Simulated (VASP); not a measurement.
**ZnO (zincite): relaxation of cell and atoms with PBE**

ZnO (zincite):

```xyz
4
Lattice="3.2493 0.0000 0.0000 -1.6247 2.8140 0.0000 0.0000 0.0000 5.2057" Properties=species:S:1:pos:R:3 pbc="T T T"
Zn    0.0000    1.8760    2.6029
Zn    1.6247    0.9380    0.0000
O     1.6247    0.9380    1.9730
O     0.0000    1.8760    4.5759
```

```
Program                : VASP 6.6.1
Task                   : relaxation of cell and atoms
Functional             : PBE
Potentials or basis    : VASP PAW PBE potentials, release 64 (Zn, O)
Cutoff                 : 600 eV
k mesh                 : 12 × 12 × 6
Occupations            : fermi-dirac, width 0.02 eV
Spin                   : no spin polarisation
Dipole correction      : no
Further INCAR settings : ALGO = Normal; EDIFF = 1e-07; IBRION = 2; EDIFFG = -0.01; NSW = 80; ISIF = 3
```

```
Relaxed volume                         : 12.39 Å³/atom
Relaxed cell                           : a = 3.288 Å, b = 3.288 Å, c = 5.296 Å, α = 90.00°, β = 90.00°, γ = 120.00°
Space group after relaxing (to 0.05 Å) : P6_3mc (No. 186)
Energy gained by relaxing              : 8.9 meV/atom
Ionic steps                            : 5
Pressure after relaxing                : 0.0 GPa
Largest force after relaxing           : 0.010 eV/Å
Band gap on the k mesh                 : 0.72 eV, direct
```

Forces in eV/Å, atoms in the order of the input:
```
Zn   0.000  0.000  0.010
Zn   0.000  0.000  0.010
O    0.000  0.000 -0.010
O    0.000  0.000 -0.010
```

Stress tensor (GPa, compression positive):
```
0.01 0.00 0.00
0.00 0.01 0.00
0.00 0.00 0.13
```

The path:
```tsv
step	energy change (eV)	largest force (eV/Å)	pressure (GPa)	volume (Å³)
1	0.0000	0.0740	5.81	47.60
2	-0.0272	0.0274	-2.54	50.63
3	-0.0357	0.0015	0.01	49.59
4	-0.0357	0.0026	-0.11	49.63
5	-0.0357	0.0098	0.05	49.58
```

Final structure:
```yaml
crystal:
  lattice:
    - [3.28786, 0.00000, 0.00000]
    - [-1.64393, 2.84737, 0.00000]
    - [0.00000, 0.00000, 5.29552]
  atoms:
    - { symbol: Zn, position: [0.33333, 0.66667, 0.49955] }
    - { symbol: Zn, position: [0.66667, 0.33333, 0.99955] }
    - { symbol: O, position: [0.66667, 0.33333, 0.37946] }
    - { symbol: O, position: [0.33333, 0.66667, 0.87946] }
```

Levels at points of the mesh, in eV from the valence-band top:
| k point | band 15 | band 16 | band 17 | band 18 | band 19 | band 20 | band 21 | band 22 |
| --- | --- | --- | --- | --- | --- | --- | --- | --- |
| (0.00, 0.00, 0.00) | -0.75 | -0.08 | 0.00 | 0.00 | 0.72 | 5.06 | 8.07 | 12.68 |
| (0.50, 0.00, 0.00) | -2.70 | -2.13 | -1.22 | -0.79 | 5.60 | 6.81 | 7.54 | 8.22 |
| (0.00, 0.00, 0.50) | -0.37 | -0.37 | -0.37 | -0.37 | 3.35 | 3.35 | 9.90 | 9.90 |
| (0.50, 0.00, 0.50) | -1.42 | -1.42 | -1.30 | -1.30 | 5.63 | 5.63 | 8.20 | 8.20 |

It took 2.5 min on 1 thread of Intel(R) Xeon(R) 6975P-C (Granite Rapids), with other jobs on the host, peak memory 0.23 GiB.

A hybrid or GW would open this gap; PBE tends to underestimate it. Zero-point motion and thermal expansion aren't in these numbers.
